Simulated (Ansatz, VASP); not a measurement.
## One calculation of GaP, two programs

```xyz
4
Lattice="-2.4190 2.4190 2.8656 2.4190 -2.4190 2.8656 2.4190 2.4190 -2.8656" Properties=species:S:1:pos:R:3 pbc="T T T"
Ga    0.0000    2.4190    1.4328
Ga    0.0000    0.0000    0.0000
P     0.0000    0.0000    2.8656
P     2.4190    0.0000    1.4328
```

Alike in both runs: functional PBE; k mesh 12 × 12 × 12; occupations gaussian, width 0.1 eV; no spin polarisation.

Ansatz relaxed the structure, and its values are those at the end. VASP's run is a single point on that final structure, the one shown.

|  | VASP | Ansatz |
| --- | --- | --- |
| version | VASP 6.6.1 | Ansatz 0.2.0 |
| potentials or method | VASP PAW PBE potentials, release 64 (Ga_d, P), cutoff 520 eV | scalar-relativistic, plane waves, PAW |
| valence electrons in the cell | 36 | 36 |

```csv
,VASP,Ansatz,Ansatz less VASP
gap on the k mesh at the Fermi level (eV),none,none,-
pressure (GPa),0.0,0.0,-0.04
```

A gap of «none» marks a metal or a gap that the smearing closes. With one functional, cell and mesh, what is left measures potentials, basis and numerics.
